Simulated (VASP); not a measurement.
Crystal: RbBr.

```xyz
2
Lattice="0.0000 3.4497 3.4497 3.4497 0.0000 3.4497 3.4497 3.4497 0.0000" Properties=species:S:1:pos:R:3 pbc="T T T"
Rb    0.0000    0.0000    0.0000
Br    3.4497    3.4497    3.4497
```

Base run:

```yaml
Program: VASP 6.6.1
Functional: LDA
Potentials_or_basis: VASP PAW LDA potentials, release 64 (Rb_sv, Br)
Cutoff: 520 eV
k_mesh: 7 × 7 × 7
Occupations: fermi-dirac, width 0.05 eV
Spin: no spin polarisation
```

Its results: band gap on the k mesh 3.91 eV; pressure -1.4 GPa.

**Question.** The run is repeated on the same cell with these changes: functional from LDA to r2SCAN; potentials or basis from VASP PAW LDA potentials, release 64 (Rb_sv, Br) to VASP PAW PBE potentials, release 64 (Rb_sv, Br). What comes out?

**Answer.** Band gap on the k mesh 4.92 eV; pressure 0.2 GPa.

Caveats: an odd mesh through Γ misses points on the zone boundary, where band edges can lie; the PAW data sets were made with another functional, which shifts forces and pressure a little (at least some runs).
